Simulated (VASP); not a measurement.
NbReSi, 9 atoms in the cell. Symmetry: P-62m, No. 189, hexagonal system. The conventional cell has a = 6.942 Å, b = 6.942 Å, c = 3.394 Å, α = 90.00°, β = 90.00°, γ = 120.00°. Nb (site symmetry m2m) has 5 Si at 2.71 to 2.79 Å and 6 Re at 2.91 to 2.98 Å and 6 Nb at 3.39 to 3.66 Å within 3.7 Å. Within 3.5 Å of Si (site symmetry -6) lie 3 Re at 2.62 Å and 6 Nb at 2.71 Å and 2 Si at 3.39 Å. Within 3.2 Å of Si (site symmetry -62m) lie 6 Re at 2.46 Å and 3 Nb at 2.79 Å. Within 3.2 Å of Re (site symmetry m2m) lie 4 Si at 2.46 to 2.62 Å and 6 Nb at 2.91 to 2.98 Å and 2 Re at 3.08 Å. 

* Program: VASP 6.6.1
* Task: single point
* Functional: r2SCAN
* Potentials or basis: VASP PAW PBE potentials, release 64 (Nb_sv, Si, Re)
* Cutoff: 520 eV
* k mesh: 6 × 6 × 12
* Occupations: gaussian, width 0.1 eV
* Spin: no spin polarisation
* Dipole correction: no
* Further INCAR settings: ALGO = Normal; EDIFF = 1e-06; NBANDS = 46

Potentials or basis: VASP PAW PBE potentials, release 64 (Nb_sv, Si, Re).

The run is started by

```bash
$ cat potpaw_PBE.64/Nb_sv/POTCAR potpaw_PBE.64/Si/POTCAR potpaw_PBE.64/Re/POTCAR > POTCAR
$ cp INCAR.step1 INCAR
$ mpirun -np 1 vasp_std > vasp.out
$ cp INCAR.step2 INCAR
$ mpirun -np 1 vasp_std > vasp.out
```

Hardware: 1 thread of Intel(R) Xeon(R) 6975P-C (Granite Rapids), on a shared host.

Question: Estimate the wall time of this run.

Answer: It took 14 min on 1 thread of Intel(R) Xeon(R) 6975P-C (Granite Rapids), on a shared host, peak memory 0.49 GiB. Counts: k points 49.
